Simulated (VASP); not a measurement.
# SnTe3 (Im-3m) in VASP: further runs

The runs below take SnTe3 through single point, with PBE.

Program: VASP 6.6.1. These are calculated values, not measurements. Logs are shortened: lines on timing, memory, paths and dates and some standing lists are left out, and cuts for length are marked.

## Step 1: The cell of the first run

Symmetry: Im-3m, No. 229, cubic system. Conventional cell: a = 6.449 Å, b = 6.449 Å, c = 6.449 Å, α = 90.00°, β = 90.00°, γ = 90.00°. Within 4.2 Å of Sn (site symmetry m-3m) lie 6 Te at 3.22 Å. Within 4.2 Å of Te (site symmetry 4/mmm) lie 2 Sn at 3.22 Å and 4 Te at 3.22 Å.

The cell was built from a structure type or drawn by symmetry, and may not be a known phase.

## Step 2: Single point, PBE

Input file INCAR:

```
SYSTEM = SnTe3
PREC = Accurate
ENCUT = 520
EDIFF = 1E-6
ISMEAR = 0
SIGMA = 0.1
LREAL = .FALSE.
LASPH = .TRUE.
NELM = 60
ALGO = Normal
ISIF = 2
LWAVE = .FALSE.
LCHARG = .FALSE.
GGA = PE
NBANDS = 24
```

Input file KPOINTS:

```
regular mesh
0
G
  4 4 4
  0 0 0
```

Input file POSCAR:

```
SnTe3
1.0
   -3.2245099100      3.2245099100      3.2245099100
    3.2245099100     -3.2245099100      3.2245099100
    3.2245099100      3.2245099100     -3.2245099100
Sn Te
1 3
Direct
    0.0000000000      0.0000000000      0.0000000000
    0.0000000000      0.5000000000      0.5000000000
    0.5000000000      0.0000000000      0.5000000000
    0.5000000000      0.5000000000      0.0000000000
```

Potentials or basis: VASP PAW PBE potentials, release 64 (Sn_d, Te).

Run with:

```
cat potpaw_PBE.64/Sn_d/POTCAR potpaw_PBE.64/Te/POTCAR > POTCAR
mpirun -np 1 vasp_std > vasp.out
```

OUTCAR:

```text
SYSTEM = SnTe3
   PREC = Accurate
   ENCUT = 520
   EDIFF = 1E-6
   ISMEAR = 0
   LREAL = .FALSE.
   LASPH = .TRUE.
   NELM = 60
   ISIF = 2
   GGA = PE

 ion  position               nearest neighbor table
   1  0.000  0.000  0.000-   2 3.22   3 3.22   4 3.22   2 3.22   3 3.22   4 3.22
   2  0.000  0.500  0.500-   1 3.22   3 3.22   4 3.22   1 3.22   4 3.22   3 3.22
   3  0.500  0.000  0.500-   1 3.22   2 3.22   4 3.22   4 3.22   1 3.22   2 3.22
   4  0.500  0.500  0.000-   1 3.22   2 3.22   3 3.22   3 3.22   2 3.22   1 3.22

  LATTYP: Found a body centered cubic cell.
 ALAT       =     6.4490198200

  Lattice vectors:

 A1 = (  -3.2245099100,   3.2245099100,   3.2245099100)
 A2 = (   3.2245099100,  -3.2245099100,   3.2245099100)
 A3 = (   3.2245099100,   3.2245099100,  -3.2245099100)

Analysis of symmetry for initial positions (statically):
=====================================================================
 Subroutine PRICEL returns:
 Original cell was already a primitive cell.

 Routine SETGRP: Setting up the symmetry group for a
 body centered cubic supercell.

 Subroutine GETGRP returns: Found 48 space group operations
 (whereof 48 operations were pure point group operations)
 out of a pool of 48 trial point group operations.

The static configuration has the point symmetry O_h .

Analysis of symmetry for dynamics (positions and initial velocities):
=====================================================================
 Subroutine PRICEL returns:
 Original cell was already a primitive cell.

 Routine SETGRP: Setting up the symmetry group for a
 body centered cubic supercell.

 Subroutine GETGRP returns: Found 48 space group operations
 (whereof 48 operations were pure point group operations)
 out of a pool of 48 trial point group operations.

The dynamic configuration has the point symmetry O_h .

 Subroutine INISYM returns: Found 48 space group operations
 (whereof 48 operations are pure point group operations),
 and found     1 'primitive' translations

----------------------------------------------------------------------------------------

                                     Primitive cell

  volume of cell :     134.1069

[... 69 lines left out ...]
   ISPIN  =      1    spin polarized calculation?
   LNONCOLLINEAR =      F non collinear calculations
   LSORBIT =      F    spin-orbit coupling
   LASPH  =      T    aspherical Exc in radial PAW
   ENCUT  =  520.0 eV  38.22 Ry    6.18 a.u.  10.38 10.38 10.38*2*pi/ulx,y,z
   NELM   =     60;   NELMIN=  2; NELMDL= -5     # of ELM steps
   EDIFF  = 0.1E-05   stopping-criterion for ELM
   LREAL  =      F    real-space projection
   EDIFFG = 0.1E-04   stopping-criterion for IOM
   NSW    =      0    number of steps for IOM
   IBRION =     -1    ionic relax: 0-MD 1-quasi-New 2-CG
   NFREE  =      0    steps in history (QN), initial steepest desc. (CG)
   ISIF   =      2    stress and relaxation
   ISYM   =      2    0-nonsym 1-usesym 2-fastsym
   POTIM  = 0.5000    time-step for ionic-motion
   TEBEG  =    0.0;   TEEND  =   0.0 temperature during run
   PSTRESS=    0.0 pullay stress
   NELECT =      32.0000    total number of electrons
   NUPDOWN=      -1.0000    fix difference up-down
   EMIN   =  10.00;   EMAX   =-10.00  energy-range for DOS
   EFERMI =   0.00;   METHOD = LEGACY
   ISMEAR =     0;   SIGMA  =   0.10  broadening in eV -4-tet -1-fermi 0-gaus
   EFERMI_NEDOS =   21; number of points for ismear=-14 and -15
   IALGO  =     38    algorithm
   IMIX   =      4    mixing-type and parameters
     AMIX     =   0.40;   BMIX     =  1.00
     AMIX_MAG =   1.60;   BMIX_MAG =  1.00
  volume/ion in A,a.u.               =      33.53       226.25
  Fermi-wavevector in a.u.,A,eV,Ry     =   1.015409  1.918845 14.028367  1.031056
  Thomas-Fermi vector in A             =   2.148693
   LORBIT       =      0    0 simple, 1 ext, 2 COOP (PROOUT), +10 PAW based schemes
   GGA     = PE    functional components
   LHFCALC =     F    Hartree Fock is set to
   AEXX    =    0.0000 exact exchange contribution
   IVDW    =     0    specifies the selected vdW correction
   LEPSILON=     F    determine dielectric tensor
   LRPA    =     F    only Hartree local field effects (RPA)
 non-spin polarized calculation
 Gauss-broadening in eV      SIGMA  =   0.10
  energy-cutoff  :      520.00
  volume of cell :      134.11
 maximum number of plane-waves:      3624
 NGX is ok and might be reduce to    42
   NGX = 21   NGY = 21   NGZ = 21

 number of electron      32.0000006 magnetization

 Free energy of the ion-electron system (eV)
  ---------------------------------------------------
  ext. energy  EPLUGINS =         0.00000000
  ---------------------------------------------------
  free energy    TOTEN  =       -13.49669904 eV

  energy without entropy =      -13.47753740  energy(sigma->0) =      -13.48711822

 E-fermi :   6.3353     XC(G=0):  -9.1765

 val. band max:        6.3172254757   @ k =   0.2500   0.0000   0.0000
 cond. band min:       6.5405459248   @ k =   0.2500   0.2500   0.2500
 fundamental gap:      0.2233204492
 Fermi energy:         6.3352808976

 k-point     1 :       0.0000    0.0000    0.0000
  band No.  band energies     occupation
      1     -15.5652      2.00000
      2     -15.5652      2.00000
      3     -15.5578      2.00000
      4     -15.5578      2.00000
      5     -15.5578      2.00000
      6      -6.9117      2.00000
[... 205 lines left out ...]
     23      10.8003      0.00000
     24      10.8003      0.00000

------------------------ aborting loop because EDIFF is reached ----------------------------------------

  FORCE on cell =-STRESS in cart. coord.  units (eV):
  Direction    XX          YY          ZZ          XY          YZ          ZX
  --------------------------------------------------------------------------------------
  -------------------------------------------------------------------------------------
  Total       -0.1755491     -0.1755491     -0.1755491     -0.0000000     -0.0000000     -0.0000000
  in kB       -2.0972875     -2.0972875     -2.0972875     -0.0000000     -0.0000000     -0.0000000
  external PRESSURE =      -2.0972875 kB  Pullay stress =       0.0000000 kB

 VOLUME and BASIS-vectors are now :
 -----------------------------------------------------------------------------
  energy-cutoff  :      520.00
  volume of cell :      134.11
      direct lattice vectors                 reciprocal lattice vectors
    -3.224509910  3.224509910  3.224509910     0.000000000  0.155062324  0.155062324
     3.224509910 -3.224509910  3.224509910     0.155062324  0.000000000  0.155062324
     3.224509910  3.224509910 -3.224509910     0.155062324  0.155062324  0.000000000

 POSITION                                       TOTAL-FORCE (eV/Angst)
 -----------------------------------------------------------------------------------
      0.00000      0.00000      0.00000         0.000000     -0.000000      0.000000
      3.22451      0.00000      0.00000        -0.000000     -0.000000      0.000000
      0.00000      3.22451      0.00000         0.000000      0.000000     -0.000000
      0.00000      0.00000      3.22451         0.000000      0.000000     -0.000000
 -----------------------------------------------------------------------------------
    total drift:                               -0.000000      0.000000     -0.000000

  FREE ENERGIE OF THE ION-ELECTRON SYSTEM (eV)
  ---------------------------------------------------
  free  energy   TOTEN  =       -13.4966990447 eV

  energy  without entropy=      -13.4775373967  energy(sigma->0) =      -13.48711822
```

OSZICAR:

```text
N       E                     dE             d eps       ncg     rms          rms(c)
DAV:   1     0.228610977793E+03    0.22861E+03   -0.13128E+04   384   0.130E+03
DAV:   2     0.113805353459E+02   -0.21723E+03   -0.20209E+03   416   0.331E+02
DAV:   3    -0.125255659347E+02   -0.23906E+02   -0.23001E+02   480   0.101E+02
DAV:   4    -0.134740662039E+02   -0.94850E+00   -0.94708E+00   432   0.218E+01
DAV:   5    -0.135143272860E+02   -0.40261E-01   -0.40260E-01   576   0.456E+00    0.999E+00
DAV:   6    -0.134959751197E+02    0.18352E-01   -0.28612E-02   456   0.134E+00    0.625E+00
DAV:   7    -0.134971144355E+02   -0.11393E-02   -0.43729E-02   464   0.115E+00    0.215E-01
DAV:   8    -0.134965180701E+02    0.59637E-03   -0.45132E-03   448   0.531E-01    0.113E-01
DAV:   9    -0.134966444882E+02   -0.12642E-03   -0.29675E-04   432   0.943E-02    0.555E-02
DAV:  10    -0.134966943420E+02   -0.49854E-04   -0.55436E-05   424   0.383E-02    0.194E-02
DAV:  11    -0.134966987026E+02   -0.43606E-05   -0.73452E-06   424   0.163E-02    0.678E-03
DAV:  12    -0.134966990447E+02   -0.34211E-06   -0.15707E-06   344   0.741E-03
   1 F= -.13496699E+02 E0= -.13487118E+02  d E =-.191616E-01
```

stdout:

```text
POSCAR found type information on POSCAR SnTe
 POSCAR found :  2 types and       4 ions
 scaLAPACK will be used
 LDA part: xc-table for (Slater+PW92), standard interpolation
 POSCAR, INCAR and KPOINTS ok, starting setup
 FFT: planning ... GRIDC
 FFT: planning ... GRID_SOFT
 FFT: planning ... GRID
 WAVECAR not read
 entering main loop
```

Run time: 60 s. Hardware: 1 thread of Intel Xeon 8259CL, shared host; peak memory 0.25 GiB.

What came out:

```yaml
Free_energy: -13.4967 eV
Pressure: -0.2 GPa
Band_gap_on_the_k_mesh: zero (bands 16 and 17 overlap by 4.11 eV)
```

Caveat: spin-orbit coupling is left out, which moves the levels of the heavy elements.

(Continued in part 2 of 2.)
